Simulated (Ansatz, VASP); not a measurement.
# InSb in VASP and in Ansatz

```
In Sb
1.0
     0.00000    3.25993    3.25993
     3.25993    0.00000    3.25993
     3.25993    3.25993    0.00000
In Sb
1 1
Cartesian
  0.0000 0.0000 0.0000
  1.6300 1.6300 1.6300
```

Alike in both runs: functional PBEsol; k mesh 12 × 12 × 12; occupations gaussian, width 0.1 eV; no spin polarisation.

Ansatz relaxed the structure, and its values are those at the end. VASP's run is a single point on that final structure, the one shown.

|  | VASP | Ansatz |
| --- | --- | --- |
| version | VASP 6.6.1 | Ansatz 0.2.0 |
| potentials or method | VASP PAW PBE potentials, release 64 (In_d, Sb), cutoff 520 eV | scalar-relativistic, plane waves, PAW |
| valence electrons in the cell | 18 | 28 |

|  | VASP | Ansatz | Ansatz less VASP |
| --- | --- | --- | --- |
| gap on the k mesh at the Fermi level (eV) | none | none | - |
| pressure (GPa) | 0.0 | 0.0 | -0.02 |

VASP's potentials were made for PBE, not for PBEsol. A gap of «none» marks a metal or a gap that the smearing closes. VASP's potentials hold 18 valence electrons a cell and Ansatz's 28, so a difference there can come from the potentials and not from the codes.

Neither program's run includes spin-orbit coupling.
